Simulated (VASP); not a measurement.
Wanted: the native input for a VASP 6.6.1 run.

```yaml
Task: single point
Functional: PBE
Potentials_or_basis: VASP PAW PBE potentials, release 64 (Ni)
Cutoff: 520 eV
k_mesh: 13 × 13 × 7
Occupations: fermi-dirac, width 0.1 eV
Spin: collinear spin, ferromagnetic start
Starting_moments: "[0.73, 0.73] μB"
Dipole_correction: no
Further_INCAR_settings: ALGO = Normal; EDIFF = 1e-06; NBANDS = 21; ISYM = 0
```

The structure of Ni lies in POSCAR:

```
Ni
1.0
    0.0000000000      1.7699333300      1.7699333300
    1.7699333300      0.0000000000      1.7699333300
    3.5398666700      3.5398666700      0.0000000000
Ni
2
Direct
    0.0000000000      0.0000000000      0.0000000000
    0.0000000000      0.0000000000      0.5000000000
```

One way to write it, as run:

INCAR

```
PREC = Accurate
ENCUT = 520
EDIFF = 1E-6
ISMEAR = -1
SIGMA = 0.1
LREAL = F
LASPH = T
NELM = 150
ALGO = Normal
ISIF = 2
LWAVE = F
LCHARG = F
ISPIN = 2
MAGMOM = 0.73 0.73
LORBIT = 11
LMAXMIX = 4
GGA = PE
NBANDS = 21
ISYM = 0
```

KPOINTS

```
regular mesh
0
Gamma
  13 13 7
```

Potentials or basis: VASP PAW PBE potentials, release 64 (Ni).

Run with:

```bash
$ cat potpaw_PBE.64/Ni/POTCAR > POTCAR
$ mpirun -np 1 vasp_std > vasp.out
```

Results of the run:

| Quantity | Value |
| --- | --- |
| Pressure | -3.2 GPa |
| Net moment | 1.22 μB per cell |
| Site moments | Ni +0.62 μB |
| Valence electrons inside the program's atomic spheres | Ni 9.28 |

Caveat: the cell stands under tension.

Wall time 4.4 min on 1 thread of Intel(R) Xeon(R) 6975P-C (Granite Rapids), on a shared host, peak memory 0.45 GiB.
